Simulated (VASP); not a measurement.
# AlN in VASP: further runs

AlN is run at these levels: r2SCAN, PBEsol; tasks: single point.

Program: VASP 6.6.1. These are calculated values, not measurements. Logs are shortened: lines on timing, memory, paths and dates and some standing lists are left out, and cuts for length are marked.

### 1 The cell of the first run

The cell holds a slab with vacuum, 20 atoms: a = 3.096 Å, b = 4.378 Å, c = 26.930 Å, α = 90.00°, β = 90.00°, γ = 90.00°.

### 2 Single point, r2SCAN

POSCAR

```
AlN
1.0
    2.1888610000     -2.1888610000      0.0000000000
    0.0000000000      0.0000000000      4.3777220000
  -19.0422620000    -19.0422620000      0.0000000000
Al N
10 10
Direct
    0.0002340000      0.0022620000      0.7029070000
    0.0004820000      0.0021800000      0.4712610000
    0.0006160000      0.9599140000      0.2487130000
    0.0003600000      0.0027100000      0.5863210000
    0.0005310000      0.0019550000      0.3566900000
    0.5002870000      0.5018730000      0.6432040000
    0.5005100000      0.5027530000      0.4135700000
    0.5002330000      0.4598450000      0.7511820000
    0.5004290000      0.5021700000      0.5286290000
    0.5005780000      0.5023420000      0.2969880000
    0.0002800000      0.2512910000      0.6437860000
    0.0005210000      0.2526460000      0.4138050000
    0.0002300000      0.2604600000      0.7582010000
    0.0004210000      0.2522430000      0.5286950000
    0.0005860000      0.2559210000      0.2985100000
    0.5003510000      0.7526220000      0.5860950000
    0.5005440000      0.7513310000      0.3561100000
    0.5002280000      0.7558540000      0.7013870000
    0.5004790000      0.7522490000      0.4712050000
    0.5006070000      0.7605240000      0.2416930000
```

INCAR.step1

```
SYSTEM = AlN
ALGO = Normal ; EDIFF = 1E-4
ENCUT = 520 ; GGA = PE
ISMEAR = -1 ; LASPH = .TRUE.
LCHARG = .FALSE. ; LREAL = Auto
LWAVE = .TRUE. ; NBANDS = 56
NELM = 100 ; PREC = Accurate
SIGMA = 0.05
```

INCAR.step2

```
SYSTEM = AlN
ALGO = Normal ; EDIFF = 1E-6
ENCUT = 520 ; ISIF = 2
ISMEAR = -1 ; ISTART = 1
LASPH = .TRUE. ; LCHARG = .TRUE.
LELF = .TRUE. ; LMIXTAU = .TRUE.
LREAL = Auto ; LVHAR = .TRUE.
LWAVE = .FALSE. ; METAGGA = R2SCAN
NBANDS = 56 ; NELM = 100
PREC = Accurate ; SIGMA = 0.05
```

KPOINTS

```
k-points
0
G
  4 3 1
  0 0 0
```

Potentials or basis: VASP PAW PBE potentials, release 64 (Al, N).

Command:

```console
cat potpaw_PBE.64/Al/POTCAR potpaw_PBE.64/N/POTCAR > POTCAR
cp INCAR.step1 INCAR
mpirun -np 1 vasp_std > vasp.out
cp INCAR.step2 INCAR
mpirun -np 1 vasp_std > vasp.out
```

OUTCAR:

```text
SYSTEM = AlN
   EDIFF = 1E-6
   ENCUT = 520
   ISIF = 2
   ISMEAR = -1
   ISTART = 1
   LASPH = .TRUE.
   LREAL = Auto
   METAGGA = R2SCAN
   NELM = 100
   PREC = Accurate

 ion  position               nearest neighbor table
   1  0.000  0.002  0.703-  13 1.87  18 1.89  18 1.89  11 1.93   8 2.85   8 2.85   8 3.12   8 3.12
                             6 3.12   6 3.12   6 3.13   6 3.13   4 3.14
   2  0.000  0.002  0.471-  14 1.89  19 1.90  19 1.90  12 1.90   5 3.09   9 3.09   9 3.09   9 3.09
                             9 3.09   7 3.10   7 3.10   4 3.10   7 3.10   7 3.10
   3  0.001  0.960  0.249-  20 1.79  20 1.79  15 1.86  10 2.85  10 2.85   5 2.91  10 3.12  10 3.12

   4  0.000  0.003  0.586-  11 1.89  16 1.90  16 1.90  14 1.90   6 3.08   6 3.09   6 3.09   6 3.09
                             9 3.10   9 3.10   2 3.10   9 3.10   9 3.10   1 3.14
   5  0.001  0.002  0.357-  12 1.89  17 1.90  17 1.90  15 1.92   3 2.91   7 3.09   7 3.09   2 3.09
                             7 3.09   7 3.09  10 3.12  10 3.12  10 3.13  10 3.13
   6  0.500  0.502  0.643-  16 1.89  11 1.90  11 1.90  18 1.92   8 2.91   4 3.08   4 3.09   9 3.09
                             4 3.09   4 3.09   1 3.12   1 3.12   1 3.13   1 3.13
   7  0.501  0.503  0.414-  17 1.89  12 1.90  12 1.90  19 1.90   5 3.09   5 3.09   5 3.09   5 3.09
                             2 3.10   2 3.10   9 3.10   2 3.10   2 3.10  10 3.14
   8  0.500  0.460  0.751-  13 1.79  13 1.79  18 1.86   1 2.85   1 2.85   6 2.91   1 3.12   1 3.12

   9  0.500  0.502  0.529-  19 1.89  14 1.90  14 1.90  16 1.90   6 3.09   2 3.09   2 3.09   2 3.09
                             2 3.09   4 3.10   4 3.10   7 3.10   4 3.10   4 3.10
  10  0.501  0.502  0.297-  20 1.87  15 1.89  15 1.89  17 1.93   3 2.85   3 2.85   3 3.12   3 3.12
                             5 3.12   5 3.12   5 3.13   5 3.13   7 3.14
  11  0.000  0.251  0.644-   4 1.89   6 1.90   6 1.90   1 1.93
  12  0.001  0.253  0.414-   5 1.89   7 1.90   7 1.90   2 1.90
  13  0.000  0.260  0.758-   8 1.79   8 1.79   1 1.87
  14  0.000  0.252  0.529-   2 1.89   9 1.90   9 1.90   4 1.90
  15  0.001  0.256  0.299-   3 1.86  10 1.89  10 1.89   5 1.92
  16  0.500  0.753  0.586-   6 1.89   4 1.90   4 1.90   9 1.90
  17  0.501  0.751  0.356-   7 1.89   5 1.90   5 1.90  10 1.93
  18  0.500  0.756  0.701-   8 1.86   1 1.89   1 1.89   6 1.92
  19  0.500  0.752  0.471-   9 1.89   2 1.90   2 1.90   7 1.90
  20  0.501  0.761  0.242-   3 1.79   3 1.79  10 1.87

  LATTYP: Found a simple orthorhombic cell.
 ALAT       =     3.0955169123
 B/A-ratio  =     1.4142135624
 C/A-ratio  =     8.6996214013

  Lattice vectors:

 A1 = (   2.1888610000,  -2.1888610000,   0.0000000000)
 A2 = (   0.0000000000,   0.0000000000,   4.3777220000)
 A3 = ( -19.0422620000, -19.0422620000,   0.0000000000)

Analysis of symmetry for initial positions (statically):
=====================================================================
 Subroutine PRICEL returns:
 Original cell was already a primitive cell.

 Routine SETGRP: Setting up the symmetry group for a
 simple orthorhombic supercell.

 Subroutine GETGRP returns: Found  1 space group operations
 (whereof  1 operations were pure point group operations)
 out of a pool of  8 trial point group operations.

The static configuration has the point symmetry C_1 .

Analysis of symmetry for dynamics (positions and initial velocities):
=====================================================================
 Subroutine PRICEL returns:
 Original cell was already a primitive cell.

 Routine SETGRP: Setting up the symmetry group for a
 simple orthorhombic supercell.

 Subroutine GETGRP returns: Found  1 space group operations
 (whereof  1 operations were pure point group operations)
 out of a pool of  8 trial point group operations.

The dynamic configuration has the point symmetry C_1 .

 Subroutine INISYM returns: Found  1 space group operations
 (whereof  1 operations are pure point group operations),
 and found     1 'primitive' translations

----------------------------------------------------------------------------------------

                                     Primitive cell

  volume of cell :     364.9345

  direct lattice vectors                    reciprocal lattice vectors
     2.188861000 -2.188861000  0.000000000     0.228429306 -0.228429306  0.000000000
     0.000000000  0.000000000  4.377722000     0.000000000  0.000000000  0.228429306
   -19.042262000-19.042262000  0.000000000    -0.026257385 -0.026257385  0.000000000

  length of vectors
     3.095516912  4.377722000 26.929825179     0.323047823  0.228429306  0.037133550

  position of ions in fractional coordinates (direct lattice)
     0.000234000  0.002262000  0.702907000
[... 52 lines left out ...]

  Cartesian coordinates                     Fractional coordinates (reciprocal lattice)
     0.057107327 -0.057107327  0.000000000     0.250000000  0.000000000  0.000000000
     0.000000000  0.000000000  0.076143102     0.000000000  0.333333333  0.000000000
    -0.026257385 -0.026257385  0.000000000     0.000000000  0.000000000  1.000000000

  Length of vectors
     0.080761956  0.076143102  0.037133550

  Shift w.r.t. Gamma in fractional coordinates (k-lattice)
     0.000000000  0.000000000  0.000000000

 Subroutine IBZKPT returns following result:
 ===========================================

 Found      7 irreducible k-points:

 Following reciprocal coordinates:
            Coordinates               Weight
  0.000000  0.000000  0.000000      1.000000
  0.250000  0.000000  0.000000      2.000000
  0.500000  0.000000  0.000000      1.000000
  0.000000  0.333333  0.000000      2.000000
  0.250000  0.333333  0.000000      2.000000
  0.250000 -0.333333  0.000000      2.000000
  0.500000  0.333333  0.000000      2.000000
   k-points           NKPTS =      7   k-points in BZ     NKDIM =      7   number of bands    NBANDS=     56
   number of dos      NEDOS =    301   number of ions     NIONS =     20
   total plane-waves  NPLWV = 172800
   dimension x,y,z NGX =    24 NGY =   36 NGZ =  200
   dimension x,y,z NGXF=    48 NGYF=   72 NGZF=  400
   ions per type =              10  10
   NGX,Y,Z   is equivalent  to a cutoff of  12.89, 13.67, 12.35 a.u.
   NGXF,Y,Z  is equivalent  to a cutoff of  25.78, 27.34, 24.69 a.u.
 SYSTEM =  AlN
   PREC   = accura    normal or accurate (medium, high low for compatibility)
   ISTART =      1    job   : 0-new  1-cont  2-samecut
   ICHARG =      0    charge: 1-file 2-atom 10-const
   ISPIN  =      1    spin polarized calculation?
   LNONCOLLINEAR =      F non collinear calculations
   LSORBIT =      F    spin-orbit coupling
   LASPH  =      T    aspherical Exc in radial PAW
   ENCUT  =  520.0 eV  38.22 Ry    6.18 a.u.   5.76  8.14 50.07*2*pi/ulx,y,z
   NELM   =    100;   NELMIN=  2; NELMDL=  0     # of ELM steps
   EDIFF  = 0.1E-05   stopping-criterion for ELM
   LREAL  =      T    real-space projection
   EDIFFG = 0.1E-04   stopping-criterion for IOM
   NSW    =      0    number of steps for IOM
   IBRION =     -1    ionic relax: 0-MD 1-quasi-New 2-CG
   NFREE  =      0    steps in history (QN), initial steepest desc. (CG)
   ISIF   =      2    stress and relaxation
   ISYM   =      2    0-nonsym 1-usesym 2-fastsym
   POTIM  = 0.5000    time-step for ionic-motion
   TEBEG  =    0.0;   TEEND  =   0.0 temperature during run
   PSTRESS=    0.0 pullay stress
   NELECT =      80.0000    total number of electrons
   NUPDOWN=      -1.0000    fix difference up-down
   EMIN   =  10.00;   EMAX   =-10.00  energy-range for DOS
   EFERMI =   0.00;   METHOD = LEGACY
   ISMEAR =    -1;   SIGMA  =   0.05  broadening in eV -4-tet -1-fermi 0-gaus
   EFERMI_NEDOS =   21; number of points for ismear=-14 and -15
   IALGO  =     38    algorithm
   IMIX   =      4    mixing-type and parameters
     AMIX     =   0.40;   BMIX     =  1.00
     AMIX_MAG =   1.60;   BMIX_MAG =  1.00
  volume/ion in A,a.u.               =      18.25       123.13
  Fermi-wavevector in a.u.,A,eV,Ry     =   0.987112  1.865372 13.257388  0.974391
  Thomas-Fermi vector in A             =   2.118542
   LORBIT       =      0    0 simple, 1 ext, 2 COOP (PROOUT), +10 PAW based schemes
   METAGGA = R2SCAN    functional components
   LHFCALC =     F    Hartree Fock is set to
   AEXX    =    0.0000 exact exchange contribution
   IVDW    =     0    specifies the selected vdW correction
   LEPSILON=     F    determine dielectric tensor
   LRPA    =     F    only Hartree local field effects (RPA)
 non-spin polarized calculation
  energy-cutoff  :      520.00
  volume of cell :      364.93
 maximum number of plane-waves:      9872
 NGX is ok and might be reduce to    24
   NGX = 11   NGY = 17   NGZ =101

 number of electron      79.9999997 magnetization

 Free energy of the ion-electron system (eV)
  ---------------------------------------------------
  ext. energy  EPLUGINS =         0.00000000
  ---------------------------------------------------
  free energy    TOTEN  =      -187.45616205 eV

  energy without entropy =     -187.45616205  energy(sigma->0) =     -187.45616205

 E-fermi :   2.2400     XC(G=0):  -7.0360

 val. band max:        1.0473945419   @ k =   0.5000   0.3333   0.0000
 cond. band min:       4.3408651114   @ k =   0.0000   0.0000   0.0000
 fundamental gap:      3.2934705695
 Fermi energy:         2.2400037115

 k-point     1 :       0.0000    0.0000    0.0000
  band No.  band energies     occupation
      1     -15.1481      2.00000
      2     -14.9053      2.00000
      3     -14.5265      2.00000
      4     -14.0221      2.00000
      5     -13.4288      2.00000
      6     -12.9241      2.00000
[... 374 lines left out ...]
     51       9.0331      0.00000
     52       9.0350      0.00000
 [bands above 52 left out]

------------------------ aborting loop because EDIFF is reached ----------------------------------------

  FORCE on cell =-STRESS in cart. coord.  units (eV):
  Direction    XX          YY          ZZ          XY          YZ          ZX
  --------------------------------------------------------------------------------------
  -------------------------------------------------------------------------------------
  Total       -0.4398739     -0.4266531     -2.2126991     -1.4686054      0.0022842     -0.0011090
  in kB       -1.9311850     -1.8731415     -9.7144463     -6.4476403      0.0100282     -0.0048689
  external PRESSURE =      -4.5062576 kB  Pullay stress =       0.0000000 kB

 VOLUME and BASIS-vectors are now :
 -----------------------------------------------------------------------------
  energy-cutoff  :      520.00
  volume of cell :      364.93
      direct lattice vectors                 reciprocal lattice vectors
     2.188861000 -2.188861000  0.000000000     0.228429306 -0.228429306  0.000000000
     0.000000000  0.000000000  4.377722000     0.000000000  0.000000000  0.228429306
   -19.042262000-19.042262000  0.000000000    -0.026257385 -0.026257385  0.000000000

 POSITION                                       TOTAL-FORCE (eV/Angst)
 -----------------------------------------------------------------------------------
    -13.38443    -13.38545      0.00990        -0.031982     -0.031730     -0.034037
     -8.97282     -8.97493      0.00954        -0.003597     -0.002002     -0.007930
     -4.73471     -4.73741      4.20224         0.030257      0.030397     -0.087199
    -11.16409    -11.16567      0.01186         0.001849      0.002944     -0.009208
     -6.79102     -6.79335      0.00856        -0.014111     -0.014927      0.002406
    -11.15300    -13.34312      2.19706         0.015086      0.015228      0.003826
[... 12 lines left out ...]
     -7.87733    -10.06829      3.29314         0.007066      0.006902      0.011080
     -3.50662     -5.69814      3.32936        -0.133310     -0.134215      0.137132
 -----------------------------------------------------------------------------------
    total drift:                                0.002703      0.001646      0.014666

  FREE ENERGIE OF THE ION-ELECTRON SYSTEM (eV)
  ---------------------------------------------------
  free  energy   TOTEN  =      -187.4561620502 eV

  energy  without entropy=     -187.4561620502  energy(sigma->0) =     -187.45616205
```

It took 40 min on 1 thread of Intel Xeon 8259CL, shared host; peak memory 0.51 GiB.

What came out:

```yaml
Free_energy: -187.4562 eV
Largest_force: 0.234 eV/Å
Band_gap_on_the_k_mesh: 3.29 eV (least direct gap 3.48 eV)
```

Forces in eV/Å, atoms in the order of the input:
```
Al  -0.032 -0.032 -0.034
Al  -0.004 -0.002 -0.008
Al   0.030  0.030 -0.087
Al   0.002  0.003 -0.009
Al  -0.014 -0.015  0.002
Al   0.015  0.015  0.004
Al  -0.005 -0.005 -0.010
Al  -0.032 -0.031 -0.087
Al  -0.003 -0.002 -0.009
Al   0.034  0.031 -0.036
N    0.006  0.005  0.023
N    0.009  0.009  0.006
N    0.134  0.133  0.137
N   -0.003 -0.004  0.010
N    0.001  0.003 -0.039
N   -0.006 -0.007  0.004
N   -0.005 -0.005  0.025
N   -0.001 -0.002 -0.039
N    0.007  0.007  0.011
N   -0.133 -0.134  0.137
```

Caveat: the k points lie up to 0.51 Å⁻¹ apart; the PAW data sets were made with another functional, which shifts forces and pressure a little.

### 3 Single point, PBEsol

INCAR

```
SYSTEM = AlN
PREC = Accurate
ENCUT = 520
EDIFF = 1E-7
ISMEAR = -1
SIGMA = 0.05
LREAL = Auto
LASPH = .True.
NELM = 60
ALGO = Normal
ISIF = 2
LWAVE = .False.
LCHARG = .True.
GGA = PS
LELF = .True.
LVHAR = .True.
NBANDS = 56
```

KPOINTS

```
regular mesh
0
Gamma
  6 4 1
  0 0 0
```

POSCAR is that of step 2.

Potentials or basis: VASP PAW PBE potentials, release 64 (Al, N).

Command:

```console
cat potpaw_PBE.64/Al/POTCAR potpaw_PBE.64/N/POTCAR > POTCAR
mpirun -np 1 vasp_std > vasp.out
```

Wall time 21 min (1 thread of Intel Xeon 8259CL, shared host); peak memory 0.49 GiB.

The run converged. Its results:

| Item | Value |
| --- | --- |
| Free energy | -151.9808 eV |
| Largest force | 0.019 eV/Å |
| Band gap on the k mesh | 2.76 eV (least direct gap 2.83 eV) |

Forces in eV/Å, atoms in the order of the input:
```
Al   0.012  0.013  0.000
Al  -0.002 -0.001 -0.001
Al  -0.003 -0.003  0.004
Al   0.004  0.005  0.003
Al  -0.002 -0.003 -0.003
Al   0.003  0.003 -0.001
Al  -0.007 -0.007  0.003
Al   0.002  0.003  0.004
Al  -0.005 -0.003 -0.003
Al  -0.010 -0.013 -0.001
N   -0.006 -0.007 -0.003
N    0.006  0.007  0.002
N   -0.011 -0.011 -0.010
N   -0.002 -0.002  0.000
N    0.003  0.004  0.008
N   -0.004 -0.004  0.001
N    0.007  0.007  0.000
N   -0.002 -0.003  0.008
N    0.006  0.006  0.001
N    0.011  0.010 -0.010
```

Levels at points of the mesh, in eV from the valence-band top:
| k point | band 36 | band 37 | band 38 | band 39 | band 40 | band 41 | band 42 | band 43 | band 44 | band 45 |
| --- | --- | --- | --- | --- | --- | --- | --- | --- | --- | --- |
| (0.00, 0.00, 0.00) | -0.61 | -0.54 | -0.52 | -0.31 | -0.29 | 2.76 | 2.87 | 3.00 | 3.64 | 4.31 |
| (0.50, 0.00, 0.00) | -1.63 | -1.29 | -1.29 | -0.06 | -0.05 | 2.77 | 2.77 | 3.42 | 3.42 | 4.40 |
| (0.00, 0.50, 0.00) | -1.08 | -0.97 | -0.96 | -0.33 | -0.33 | 3.88 | 3.88 | 5.42 | 5.42 | 5.93 |
| (0.50, 0.50, 0.00) | -1.23 | -1.05 | -1.04 | 0.00 | 0.00 | 4.24 | 4.24 | 5.51 | 5.51 | 5.93 |

Caveat: the PAW data sets were made with another functional, which shifts forces and pressure a little.
